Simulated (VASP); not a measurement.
# GaGe3: single point with PBEsol

GaGe3:

```
CELL_PARAMETERS angstrom
4.24975 0.00000 0.00000
0.00000 4.24975 0.00000
0.00000 0.00000 4.24975
ATOMIC_POSITIONS crystal
Ge 0.50000 0.50000 0.00000
Ge 0.50000 0.00000 0.50000
Ge 0.00000 0.50000 0.50000
Ga 0.00000 0.00000 0.00000
```

- Program: VASP 6.6.1
- Task: single point
- Functional: PBEsol
- Potentials or basis: VASP PAW PBE potentials, release 64 (Ge_d, Ga_d)
- Cutoff: 520 eV
- k mesh: 6 × 6 × 6
- Occupations: fermi-dirac, width 0.05 eV
- Spin: no spin polarisation
- Dipole correction: no
- Further INCAR settings: ALGO = Normal; EDIFF = 1e-06; NBANDS = 36

```yaml
Pressure: -2.3 GPa
```

Levels at points of the mesh, in eV from the Fermi level:
```
           k point  band 26  band 27  band 28  band 29  band 30  band 31
(0.00, 0.00, 0.00)    -3.88    -3.33     2.63     2.63     2.63     3.56
(0.50, 0.00, 0.00)    -1.98    -1.38    -1.38    -0.07     0.16     4.52
(0.50, 0.50, 0.00)    -0.17    -0.17     0.02     0.22     0.22     0.70
(0.50, 0.50, 0.50)    -5.01    -5.01    -5.01     6.74     6.74     6.81
```

It took 19 s on 1 thread of AMD EPYC 9R45 96-Core Processor (Zen 5) (shared host), peak memory 0.17 GiB.

Caveat: the PAW data sets were made with another functional, which shifts forces and pressure a little.
